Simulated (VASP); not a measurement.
## Hf2ScO2: relaxation of cell and atoms with PBE

The system is Hf2ScO2.

```
CELL_PARAMETERS angstrom
4.27118 0.00000 0.00000
0.00000 4.27118 0.00000
0.00000 0.00000 4.86721
ATOMIC_POSITIONS crystal
Hf 0.50000 0.00000 0.98634
Hf 0.00000 0.50000 0.98634
Sc 0.50000 0.50000 0.35818
O 0.50000 0.00000 0.61873
O 0.00000 0.50000 0.61873
```

The cell was generated, and may not be a known phase.

| Quantity | Value |
| --- | --- |
| Program | VASP 6.6.1 |
| Task | relaxation of cell and atoms |
| Functional | PBE |
| Potentials or basis | VASP PAW PBE potentials, release 64 (Hf_pv, Sc_sv, O) |
| Cutoff | 600 eV |
| k mesh | 4 × 4 × 4 |
| Occupations | gaussian, width 0.2 eV |
| Spin | no spin polarisation |
| Dipole correction | no |
| Further INCAR settings | ALGO = Normal; EDIFF = 1e-07; IBRION = 2; EDIFFG = -0.08; NSW = 36; ISIF = 3 |

```
Relaxed volume                        : 17.18 Å³/atom
Relaxed cell                          : a = 4.549 Å, b = 4.549 Å, c = 4.152 Å, α = 90.00°, β = 90.00°, γ = 90.00°
Space group after relaxing (to 0.1 Å) : P4/mmm (No. 123)
Energy gained by relaxing             : 827.3 meV/atom
Ionic steps                           : 19
Pressure after relaxing               : 0.0 GPa
Largest force after relaxing          : 0.071 eV/Å
Band gap on the k mesh                : zero (an odd number of electrons rules out a gap without spin polarisation)
```

Forces in eV/Å, atoms in the order of the input:
```
Hf   0.000  0.000  0.024
Hf   0.000  0.000  0.024
Sc   0.000  0.000 -0.071
O    0.000  0.000  0.011
O    0.000  0.000  0.011
```

Stress tensor (GPa, compression positive):
```
-0.04  0.00  0.00
 0.00 -0.04  0.00
 0.00  0.00  0.12
```

Step by step:
| step | energy change (eV) | largest force (eV/Å) | pressure (GPa) | volume (Å³) |
| --- | --- | --- | --- | --- |
| 1 | 0.0000 | 6.0713 | 12.37 | 88.79 |
| 2 | -0.3455 | 3.1594 | -16.26 | 107.54 |
| 3 | -1.0752 | 4.5730 | -7.12 | 97.77 |
| 4 | -2.4036 | 1.0978 | -6.98 | 98.86 |
| 5 | -2.4804 | 0.9934 | -6.21 | 99.09 |
| 6 | -2.4882 | 1.1426 | -5.83 | 99.18 |
| 7 | -2.9194 | 1.2956 | -1.87 | 90.41 |
| 8 | -3.0221 | 1.7461 | 3.44 | 84.03 |
| 9 | -3.3123 | 0.9870 | 0.56 | 81.90 |
| 10 | -3.4547 | 0.8152 | 1.50 | 79.87 |
| 11 | -3.7656 | 0.8958 | 6.26 | 79.49 |
| 12 | -3.7658 | 0.9434 | 6.45 | 79.48 |
| 13 | -4.0368 | 0.9266 | 1.44 | 84.21 |
| 14 | -4.0696 | 0.9181 | -0.11 | 86.43 |
| 15 | -4.1316 | 0.1424 | -1.13 | 86.56 |
| 16 | -4.1325 | 0.1448 | -1.19 | 86.58 |
| 17 | -4.1325 | 0.1128 | 1.12 | 85.42 |
| 18 | -4.1358 | 0.1223 | -0.05 | 85.99 |
| 19 | -4.1365 | 0.0711 | 0.01 | 85.90 |

Final structure:
```
Hf Sc O
1.0
     4.54868    0.00000    0.00000
     0.00000    4.54868    0.00000
     0.00000    0.00000    4.15160
Hf Sc O
2 1 2
Direct
  0.50000 0.00000 0.01330
  0.00000 0.50000 0.01330
  0.50000 0.50000 0.51513
  0.50000 0.00000 0.51330
  0.00000 0.50000 0.51330
```

Levels at points of the mesh, in eV from the Fermi level:
| k point | band 19 | band 20 | band 21 | band 22 | band 23 | band 24 |
| --- | --- | --- | --- | --- | --- | --- |
| (0.00, 0.00, 0.00) | -3.88 | -2.11 | -1.29 | -0.95 | -0.95 | 2.73 |
| (0.50, 0.00, 0.00) | -2.88 | -1.16 | -0.59 | 0.70 | 0.93 | 0.98 |
| (0.50, 0.50, 0.00) | -1.74 | -1.74 | -0.91 | -0.26 | 0.21 | 1.90 |
| (0.00, 0.00, 0.50) | -3.84 | -1.46 | -0.72 | 0.79 | 0.79 | 1.71 |
| (0.50, 0.00, 0.50) | -1.87 | -1.64 | -0.27 | 0.49 | 0.96 | 1.19 |
| (0.50, 0.50, 0.50) | -1.97 | -1.97 | 0.58 | 0.61 | 1.37 | 1.68 |

Wall time 8.1 min on 1 thread of AMD EPYC 9R45 96-Core Processor (Zen 5) (shared host), peak memory 0.23 GiB.

Caveat: the k points lie up to 0.38 Å⁻¹ apart in the final cell, too coarse for converged energies and pressures of a metal; spin-orbit coupling is left out, which moves the levels of the heavy elements; the relaxation stopped at a loose force limit of 0.08 eV/Å, so its end isn't a converged minimum.
